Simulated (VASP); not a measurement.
# MgCd3O4 (P1) in VASP: single point with PBEsol

Aim: the single point of MgCd3O4 with PBEsol.

All numbers are computed with VASP 6.6.1; they aren't measurements. Logs are shortened: lines on timing, memory, paths and dates and some standing lists are left out, and cuts for length are marked.

### 1 The cell of the first run

The typed cell holds 64 atoms: a = 9.186 Å, b = 9.186 Å, c = 9.186 Å, α = 90.00°, β = 90.00°, γ = 90.00°.

### 2 Single point, PBEsol

Input file INCAR:

```
SYSTEM = MgCd3O4
PREC     = Accurate       ! precision mode
ENCUT    = 520            ! plane-wave cutoff, eV
EDIFF    = 1E-6           ! SCF threshold, eV
ISMEAR   = -1             ! smearing method
SIGMA    = 0.05           ! smearing width, eV
LREAL    = Auto         
LASPH    = .TRUE.         ! aspherical terms in the spheres
NELM     = 80             ! most SCF steps
ALGO     = Normal         ! electronic algorithm
ISIF     = 2              ! what is computed and relaxed
LWAVE    = .FALSE.        ! write WAVECAR
LCHARG   = .FALSE.        ! write CHGCAR
GGA      = PS             ! functional
NBANDS   = 286            ! bands
```

Input file KPOINTS:

```
Automatic mesh
0
Gamma
  1 1 1
  0.5 0.5 0.5
```

Input file POSCAR:

```
MgCd3O4
1.0
    9.1860107730      0.0000000000      0.0000000000
    0.0000000000      9.1860107730      0.0000000000
    0.0000000000      0.0000000000      9.1860107730
O Mg Cd
32 8 24
Direct
    0.2362510000      0.9838080000      0.0041910000
    0.2477070000      0.9820710000      0.4967030000
    0.2484770000      0.5164350000      0.0140930000
    0.2497560000      0.5159390000      0.4860110000
    0.7635080000      0.9952290000      0.0145450000
    0.7516600000      0.9845620000      0.4865080000
    0.7531560000      0.5040040000      0.0035680000
    0.7512980000      0.5188510000      0.4966010000
    0.0020730000      0.2336450000      0.0008410000
    0.0001390000      0.2475220000      0.5009350000
    0.0135270000      0.7613120000      0.9991290000
    0.0059690000      0.7506220000      0.5023930000
    0.4989960000      0.2485700000      0.0111420000
    0.4997570000      0.2496020000      0.4886280000
    0.4856260000      0.7514070000      0.9859980000
    0.4968260000      0.7506430000      0.5114930000
    0.9868860000      0.0008060000      0.2379810000
    0.9975610000      0.9993940000      0.7669960000
    0.0134150000      0.4963760000      0.2491550000
    0.0002980000      0.4984870000      0.7526850000
    0.5117980000      0.0132170000      0.2482740000
    0.5004140000      0.9898200000      0.7518070000
    0.4901180000      0.4862420000      0.2490870000
    0.4997330000      0.5105870000      0.7508410000
    0.2641750000      0.2616800000      0.2507900000
    0.2535830000      0.2514320000      0.7492140000
    0.2542120000      0.7385550000      0.2516630000
    0.2627760000      0.7484950000      0.7444340000
    0.7363840000      0.2391250000      0.2519050000
    0.7459060000      0.2494580000      0.7479630000
    0.7452490000      0.7608570000      0.2636730000
    0.7341810000      0.7510740000      0.7351620000
    0.0001260000      0.9953980000      0.0041600000
    0.2500170000      0.7499510000      0.0028530000
    0.2531780000      0.7475250000      0.5000760000
    0.7423930000      0.7528200000      0.4997820000
    0.2535420000      0.5028980000      0.2503760000
    0.7494360000      0.9986960000      0.2503120000
    0.5000640000      0.2496790000      0.2497280000
    0.4963410000      0.7503860000      0.7474120000
    0.9984640000      0.9962960000      0.4984650000
    0.0034940000      0.5015560000      0.0022990000
    0.0015630000      0.5025060000      0.4989250000
    0.4992830000      0.9979390000      0.0018840000
    0.5003860000      0.9980000000      0.4983600000
    0.4972390000      0.5016440000      0.0013850000
    0.4987680000      0.5023040000      0.4983960000
    0.2498510000      0.2497060000      0.0036290000
    0.2511880000      0.2525170000      0.4969360000
    0.7505220000      0.2459590000      0.0032170000
    0.7486050000      0.2473480000      0.4971660000
    0.7487490000      0.7525320000      0.9992490000
    0.2502800000      0.9985400000      0.2493580000
    0.2488800000      0.9954020000      0.7520450000
    0.2512320000      0.5042320000      0.7503800000
    0.7497180000      0.9965880000      0.7503070000
    0.7481620000      0.4997350000      0.2517990000
    0.7486580000      0.5034090000      0.7481200000
    0.0003090000      0.2476890000      0.2491580000
    0.9998420000      0.2475010000      0.7524160000
    0.0006480000      0.7504150000      0.2507780000
    0.0011340000      0.7508680000      0.7503980000
    0.4996970000      0.2497690000      0.7503950000
    0.4988410000      0.7501810000      0.2506530000
```

Potentials or basis: VASP PAW PBE potentials, release 64 (O, Mg, Cd).

Launch:

```
$ cat potpaw_PBE.64/O/POTCAR potpaw_PBE.64/Mg/POTCAR potpaw_PBE.64/Cd/POTCAR > POTCAR
$ mpirun -np 1 vasp_std > vasp.out
```

OUTCAR:

```text
SYSTEM = MgCd3O4
   PREC = Accurate
   ENCUT = 520
   EDIFF = 1E-6
   ISMEAR = -1
   LREAL = Auto
   LASPH = .TRUE.
   NELM = 80
   ISIF = 2
   GGA = PS

 ion  position               nearest neighbor table
   1  0.236  0.984  0.004-  34 2.15  33 2.17  53 2.26  54 2.32  44 2.42  48 2.45
   2  0.248  0.982  0.497-  35 2.16  53 2.28  41 2.29  45 2.33  54 2.35  49 2.48
   3  0.248  0.516  0.014-  34 2.15  37 2.17  42 2.26  46 2.29  55 2.43  48 2.45
   4  0.250  0.516  0.486-  35 2.13  37 2.17  43 2.29  47 2.29  49 2.42  55 2.43
   5  0.764  0.995  0.015-  38 2.17  33 2.18  52 2.24  50 2.31  44 2.43  56 2.43
   6  0.752  0.985  0.487-  36 2.13  38 2.17  41 2.27  45 2.31  51 2.42  56 2.43
[... 76 lines left out ...]
  58  0.749  0.503  0.748-  32 2.28  24 2.29  20 2.31   8 2.31  30 2.33   7 2.35  36 3.23  40 3.24
                            47 3.25  62 3.25  52 3.25  43 3.26  63 3.26  46 3.28  51 3.29  60 3.29
  59  0.000  0.248  0.249-  17 2.27   9 2.28  19 2.29  10 2.31  29 2.43  25 2.43  48 3.22  50 3.22
                            33 3.23  49 3.24  53 3.24  51 3.25  38 3.25  41 3.25  42 3.25  57 3.28
  60  1.000  0.248  0.752-  18 2.28   9 2.29  20 2.31  10 2.31  26 2.33  30 2.33  50 3.25  56 3.25
                            54 3.26  48 3.26  33 3.27  42 3.27  41 3.28  51 3.29  49 3.29  58 3.29
  61  0.001  0.750  0.251-  17 2.31  12 2.31  11 2.32  27 2.33  19 2.34  31 2.35  33 3.19  41 3.21
                            43 3.22  34 3.23  42 3.23  53 3.23  38 3.24  37 3.25  35 3.26  57 3.27
  62  0.001  0.751  0.750-  12 2.28  18 2.29  11 2.29  20 2.32  28 2.40  32 2.46  54 3.20  55 3.23
                            56 3.23  41 3.23  33 3.24  43 3.25  58 3.25  42 3.26  52 3.26  34 3.26
  63  0.500  0.250  0.750-  26 2.26  30 2.26  22 2.39  13 2.40  24 2.40  14 2.40  49 3.26  51 3.26
                            58 3.26  46 3.27  55 3.27  48 3.27  56 3.27  44 3.27  50 3.27  45 3.27
  64  0.499  0.750  0.251-  27 2.25  31 2.27  16 2.40  21 2.42  23 2.43  15 2.43  37 3.20  36 3.20
                            35 3.22  45 3.22  47 3.22  44 3.23  34 3.23  53 3.23  46 3.23  38 3.24

  LATTYP: Found a simple cubic cell.
 ALAT       =     9.1860107730

  Lattice vectors:

 A1 = (   9.1860107730,   0.0000000000,   0.0000000000)
 A2 = (   0.0000000000,   9.1860107730,   0.0000000000)
 A3 = (   0.0000000000,   0.0000000000,   9.1860107730)

Analysis of symmetry for initial positions (statically):
=====================================================================
 Subroutine PRICEL returns:
 Original cell was already a primitive cell.

 Routine SETGRP: Setting up the symmetry group for a
 simple cubic supercell.

 Subroutine GETGRP returns: Found  1 space group operations
 (whereof  1 operations were pure point group operations)
 out of a pool of 48 trial point group operations.

The static configuration has the point symmetry C_1 .

Analysis of symmetry for dynamics (positions and initial velocities):
=====================================================================
 Subroutine PRICEL returns:
 Original cell was already a primitive cell.

 Routine SETGRP: Setting up the symmetry group for a
 simple cubic supercell.

 Subroutine GETGRP returns: Found  1 space group operations
 (whereof  1 operations were pure point group operations)
 out of a pool of 48 trial point group operations.

The dynamic configuration has the point symmetry C_1 .

 Subroutine INISYM returns: Found  1 space group operations
 (whereof  1 operations are pure point group operations),
 and found     1 'primitive' translations

----------------------------------------------------------------------------------------

                                     Primitive cell

  volume of cell :     775.1413

  direct lattice vectors                    reciprocal lattice vectors
     9.186010773  0.000000000  0.000000000     0.108861183  0.000000000  0.000000000
     0.000000000  9.186010773  0.000000000     0.000000000  0.108861183  0.000000000
     0.000000000  0.000000000  9.186010773     0.000000000  0.000000000  0.108861183

  length of vectors
     9.186010773  9.186010773  9.186010773     0.108861183  0.108861183  0.108861183

[... 151 lines left out ...]
  Shift w.r.t. Gamma in fractional coordinates (k-lattice)
     0.500000000  0.500000000  0.500000000

 Subroutine IBZKPT returns following result:
 ===========================================

 Found      1 irreducible k-points:

 Following reciprocal coordinates:
            Coordinates               Weight
  0.500000  0.500000  0.500000      1.000000
   k-points           NKPTS =      1   k-points in BZ     NKDIM =      1   number of bands    NBANDS=    286
   number of dos      NEDOS =    301   number of ions     NIONS =     64
   total plane-waves  NPLWV = 343000
   dimension x,y,z NGX =    70 NGY =   70 NGZ =   70
   dimension x,y,z NGXF=   140 NGYF=  140 NGZF=  140
   ions per type =              32   8  24
   NGX,Y,Z   is equivalent  to a cutoff of  12.67, 12.67, 12.67 a.u.
   NGXF,Y,Z  is equivalent  to a cutoff of  25.34, 25.34, 25.34 a.u.
 SYSTEM =  MgCd3O4
   PREC   = accura    normal or accurate (medium, high low for compatibility)
   ISTART =      0    job   : 0-new  1-cont  2-samecut
   ICHARG =      2    charge: 1-file 2-atom 10-const
   ISPIN  =      1    spin polarized calculation?
   LNONCOLLINEAR =      F non collinear calculations
   LSORBIT =      F    spin-orbit coupling
   LASPH  =      T    aspherical Exc in radial PAW
   ENCUT  =  520.0 eV  38.22 Ry    6.18 a.u.  17.08 17.08 17.08*2*pi/ulx,y,z
   NELM   =     80;   NELMIN=  2; NELMDL= -5     # of ELM steps
   EDIFF  = 0.1E-05   stopping-criterion for ELM
   LREAL  =      T    real-space projection
   EDIFFG = 0.1E-04   stopping-criterion for IOM
   NSW    =      0    number of steps for IOM
   IBRION =     -1    ionic relax: 0-MD 1-quasi-New 2-CG
   NFREE  =      0    steps in history (QN), initial steepest desc. (CG)
   ISIF   =      2    stress and relaxation
   ISYM   =      2    0-nonsym 1-usesym 2-fastsym
   POTIM  = 0.5000    time-step for ionic-motion
   TEBEG  =    0.0;   TEEND  =   0.0 temperature during run
   PSTRESS=    0.0 pullay stress
   NELECT =     496.0000    total number of electrons
   NUPDOWN=      -1.0000    fix difference up-down
   EMIN   =  10.00;   EMAX   =-10.00  energy-range for DOS
   EFERMI =   0.00;   METHOD = LEGACY
   ISMEAR =    -1;   SIGMA  =   0.05  broadening in eV -4-tet -1-fermi 0-gaus
   EFERMI_NEDOS =   21; number of points for ismear=-14 and -15
   IALGO  =     38    algorithm
   IMIX   =      4    mixing-type and parameters
     AMIX     =   0.40;   BMIX     =  1.00
     AMIX_MAG =   1.60;   BMIX_MAG =  1.00
  volume/ion in A,a.u.               =      12.11        81.73
  Fermi-wavevector in a.u.,A,eV,Ry     =   1.410723  2.665880 27.077493  1.990140
  Thomas-Fermi vector in A             =   2.532648
   LORBIT       =      0    0 simple, 1 ext, 2 COOP (PROOUT), +10 PAW based schemes
   GGA     = PS    functional components
   LHFCALC =     F    Hartree Fock is set to
   AEXX    =    0.0000 exact exchange contribution
   IVDW    =     0    specifies the selected vdW correction
   LEPSILON=     F    determine dielectric tensor
   LRPA    =     F    only Hartree local field effects (RPA)
 non-spin polarized calculation
  energy-cutoff  :      520.00
  volume of cell :      775.14
 maximum number of plane-waves:     20840
 NGX is ok and might be reduce to    70
   NGX = 35   NGY = 35   NGZ = 35

 number of electron     496.0000061 magnetization

 Free energy of the ion-electron system (eV)
  ---------------------------------------------------
  ext. energy  EPLUGINS =         0.00000000
  ---------------------------------------------------
  free energy    TOTEN  =      -300.00583109 eV

  energy without entropy =     -300.00583109  energy(sigma->0) =     -300.00583109

 E-fermi :   3.0746     XC(G=0): -11.8079

 val. band max:        1.8004410643   @ k =   0.5000   0.5000   0.5000
 cond. band min:       4.8446083343   @ k =   0.5000   0.5000   0.5000
 fundamental gap:      3.0441672700
 Fermi energy:         3.0745602630

 k-point     1 :       0.5000    0.5000    0.5000
  band No.  band energies     occupation
      1     -14.9195      2.00000
      2     -14.8623      2.00000
      3     -14.7991      2.00000
      4     -14.7481      2.00000
      5     -14.7373      2.00000
      6     -14.7013      2.00000
[... 252 lines left out ...]
    259       7.5204      0.00000
    260       7.5772      0.00000
 [bands above 260 left out]

------------------------ aborting loop because EDIFF is reached ----------------------------------------

  FORCE on cell =-STRESS in cart. coord.  units (eV):
  Direction    XX          YY          ZZ          XY          YZ          ZX
  --------------------------------------------------------------------------------------
  -------------------------------------------------------------------------------------
  Total        6.4150257      5.6790150      6.3582209      1.0993339      0.1392737      0.6637749
  in kB       13.2595300     11.7382336     13.1421175      2.2722670      0.2878716      1.3719888
  external PRESSURE =      12.7132937 kB  Pullay stress =       0.0000000 kB

 VOLUME and BASIS-vectors are now :
 -----------------------------------------------------------------------------
  energy-cutoff  :      520.00
  volume of cell :      775.14
      direct lattice vectors                 reciprocal lattice vectors
     9.186010773  0.000000000  0.000000000     0.108861183  0.000000000  0.000000000
     0.000000000  9.186010773  0.000000000     0.000000000  0.108861183  0.000000000
     0.000000000  0.000000000  9.186010773     0.000000000  0.000000000  0.108861183

 POSITION                                       TOTAL-FORCE (eV/Angst)
 -----------------------------------------------------------------------------------
      2.17020      9.03727      0.03850        -0.057021     -0.048273     -0.018783
      2.27544      9.02131      4.56272         0.005047     -0.048776      0.023403
      2.28251      4.74398      0.12946         0.008404      0.051747      0.052213
      2.29426      4.73942      4.46450        -0.000466      0.055775     -0.053056
      7.01359      9.14218      0.13361         0.054158      0.025348      0.055421
      6.90476      9.04420      4.46907        -0.010249     -0.057080     -0.054684
[... 56 lines left out ...]
      4.59022      2.29438      6.89314         0.000371      0.001640     -0.000452
      4.58236      6.89117      2.30250         0.003387     -0.001254     -0.006817
 -----------------------------------------------------------------------------------
    total drift:                               -0.001684     -0.008398     -0.005679

  FREE ENERGIE OF THE ION-ELECTRON SYSTEM (eV)
  ---------------------------------------------------
  free  energy   TOTEN  =      -300.0058310907 eV

  energy  without entropy=     -300.0058310906  energy(sigma->0) =     -300.00583109
```

Run time: 15 min. Hardware: 1 thread of AMD EPYC 7R43 (Zen 3), shared host; peak memory 0.73 GiB.

What came out:

```
Free energy            : -300.0058 eV
Pressure               : 1.3 GPa
Largest force          : 0.087 eV/Å
Band gap on the k mesh : 3.04 eV
```

Forces on the atoms (eV/Å):
```
O   -0.057 -0.048 -0.019
O    0.005 -0.049  0.023
O    0.008  0.052  0.052
O    0.000  0.056 -0.053
O    0.054  0.025  0.055
O   -0.010 -0.057 -0.055
O   -0.006 -0.023 -0.021
O   -0.001  0.054  0.023
O   -0.006 -0.056 -0.006
O   -0.001  0.008  0.010
O    0.053  0.057  0.005
O    0.007 -0.009 -0.009
O    0.009  0.005  0.057
O    0.001  0.002 -0.056
O   -0.056 -0.010 -0.055
O    0.001  0.000  0.061
O   -0.055 -0.007 -0.060
O    0.003  0.006  0.059
O    0.057  0.005  0.006
O   -0.007 -0.008 -0.007
O    0.060  0.062  0.008
O   -0.007 -0.055 -0.004
O   -0.060 -0.062  0.000
O    0.005  0.054  0.000
O    0.056  0.049 -0.001
O   -0.016 -0.004  0.002
O   -0.022 -0.059  0.004
O    0.056  0.006 -0.012
O   -0.055 -0.051 -0.009
O    0.014  0.006  0.007
O    0.021  0.054  0.054
O   -0.058 -0.004 -0.057
Mg  -0.001 -0.001  0.002
Mg   0.000 -0.001  0.000
Mg   0.004 -0.004  0.002
Mg  -0.005  0.006  0.000
Mg   0.004  0.003  0.001
Mg   0.000  0.000  0.001
Mg   0.001  0.000  0.000
Mg  -0.003  0.000 -0.006
Cd   0.001  0.013  0.010
Cd  -0.009 -0.011 -0.007
Cd  -0.005 -0.016  0.008
Cd   0.002  0.006 -0.005
Cd   0.001  0.009  0.005
Cd   0.011 -0.006 -0.005
Cd   0.006 -0.009  0.005
Cd  -0.001  0.003 -0.010
Cd  -0.008 -0.006  0.009
Cd   0.002  0.011 -0.010
Cd   0.008  0.010  0.010
Cd  -0.001 -0.011 -0.005
Cd  -0.002  0.009  0.004
Cd  -0.002  0.013 -0.004
Cd  -0.009 -0.012 -0.001
Cd   0.003  0.011  0.000
Cd   0.009 -0.004 -0.007
Cd   0.008 -0.010  0.007
Cd  -0.001  0.005  0.006
Cd  -0.001  0.008 -0.007
Cd  -0.004 -0.005 -0.001
Cd  -0.007 -0.008  0.001
Cd   0.000  0.002  0.000
Cd   0.003 -0.001 -0.007
```

Stress tensor (GPa, compression positive):
```
1.33 0.23 0.14
0.23 1.17 0.03
0.14 0.03 1.31
```

Levels at points of the mesh, in eV from the valence-band top:
| k point | band 246 | band 247 | band 248 | band 249 | band 250 | band 251 |
| --- | --- | --- | --- | --- | --- | --- |
| (0.50, 0.50, 0.50) | -0.03 | -0.01 | 0.00 | 3.04 | 3.13 | 3.28 |

Caveat: the k points lie up to 0.68 Å⁻¹ apart; the PAW data sets were made with another functional, which shifts forces and pressure a little; a shifted mesh leaves out Γ, where band edges can lie.
